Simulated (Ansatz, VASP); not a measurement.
## One calculation of Ta2N, two programs

The input INCAR:

```
SYSTEM = Ta2N
PREC = Accurate
ENCUT = 520
EDIFF = 1E-6
ISMEAR = 0
SIGMA = 0.15
LREAL = .FALSE.
LASPH = .TRUE.
NELM = 60
ALGO = Fast
ISIF = 2
LWAVE = .FALSE.
LCHARG = .TRUE.
GGA = PS
LELF = .TRUE.
LVHAR = .TRUE.
NBANDS = 20
```

Contents of KPOINTS:

```
regular mesh
0
G
  15 15 8
  0 0 0
```

File POSCAR:

```
Ta2N
1.0
    3.0782595490     -0.1616086263      0.0000000000
   -1.6790869503      2.7466552820      0.0000000000
    0.0000000000      0.0000000000      4.4862576314
Ta N
2 1
Direct
    0.6666666667      0.3333333333      0.7463700642
    0.3333333333      0.6666666667      0.2536299358
    0.0000000000      0.0000000000      0.0000000000
```

Input for Ansatz:

```yaml
crystal:
  lattice:
    - [3.078259549, -0.1616086263, 0.0]
    - [-1.6790869503, 2.746655282, 0.0]
    - [0.0, 0.0, 4.4862576314]
  atoms:
    - { symbol: Ta, position: [0.6666666667, 0.3333333333, 0.7463700642] }
    - { symbol: Ta, position: [0.3333333333, 0.6666666667, 0.2536299358] }
    - { symbol: "N", position: [0.0, 0.0, 0.0] }
basis:
  ecutwfc: 520.0
kpoints:
  mp_grid: { grid: [15, 15, 8] }
hamiltonian:
  xc: pbesol
  pseudopotentials: { kind: paw, azcp: { folder: soft_1 } }
scf:
  occupations: { method: gaussian, width: 0.15 }
output:
  forces: true
  stress: true
  eigenvalues: true
```

Change from the starting cell: engineering shear strain xy -0.1050, normal strain along z -0.0700.

Alike in both runs: task single point; functional PBEsol; k mesh 15 × 15 × 8; occupations gaussian, width 0.15 eV; no spin polarisation.

|  | VASP | Ansatz |
| --- | --- | --- |
| version | VASP 6.6.1 | Ansatz 0.2.0 |
| potentials or method | VASP PAW PBE potentials, release 64 (Ta_pv, N), cutoff 520 eV | scalar-relativistic, plane waves, PAW |
| valence electrons in the cell | 27 | 31 |

|  | VASP | Ansatz | Ansatz less VASP |
| --- | --- | --- | --- |
| gap on the k mesh at the Fermi level (eV) | none | none | - |
| pressure (GPa) | 30.6 | 29.7 | -0.97 |
| traceless stress, the component that is largest in VASP (GPa) | 20.75 | 20.64 | -0.111 |
| rms of the force components (eV/Å) | 0.133 | 0.101 | -0.0321 |

VASP's potentials were made for PBE, not for PBEsol, and Ansatz warns of the same on its side. Atom by atom the forces differ by 0.034 eV/Å (rms over components). A gap of «none» marks a metal or a gap that the smearing closes. Both programs put the cell under a high pressure, so it lies far from rest at this level. VASP's potentials hold 27 valence electrons a cell and Ansatz's 31, so a difference there can come from the potentials and not from the codes.

Spin-orbit coupling is off throughout.
